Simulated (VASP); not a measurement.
Input of a VASP 6.6.1 run:

Contents of INCAR:

```
ALGO = Normal
EDIFF = 1E-6
ENCUT = 520
GGA = PS
ISIF = 2
ISMEAR = -1
LASPH = T
LCHARG = F
LREAL = F
LWAVE = F
NBANDS = 20
NELM = 80
PREC = Accurate
SIGMA = 0.05
```

Contents of KPOINTS:

```
k-points
0
Gamma
  9 9 9
```

POSCAR

```
Ba2S
1.0
    2.1860923670     -1.2621410166      7.6846894540
    0.0000000000      2.5242820332      7.6846894540
   -2.1860923670     -1.2621410166      7.6846894540
S Ba
1 2
Direct
    0.0000000000      0.0000000000      0.0000000000
    0.2557886250      0.2557886250      0.2557886250
    0.7442113750      0.7442113750      0.7442113750
```

Potentials or basis: VASP PAW PBE potentials, release 64 (S, Ba_sv).

Launch:

```console
$ cat potpaw_PBE.64/S/POTCAR potpaw_PBE.64/Ba_sv/POTCAR > POTCAR
$ mpirun -np 1 vasp_std > vasp.out
```

(1) Estimate the largest force.

(2) Estimate the band gap on the k mesh.

(3) Predict the pressure.

## Answers

(1) 0.095 eV/Å.

(2) zero (band 13 reaches 3.08 eV, above the bottom of band 14 at 2.56 eV).

(3) 0.5 GPa.

Caveat: the PAW data sets were made with another functional, which shifts forces and pressure a little; spin-orbit coupling is left out, which moves the levels of the heavy elements.
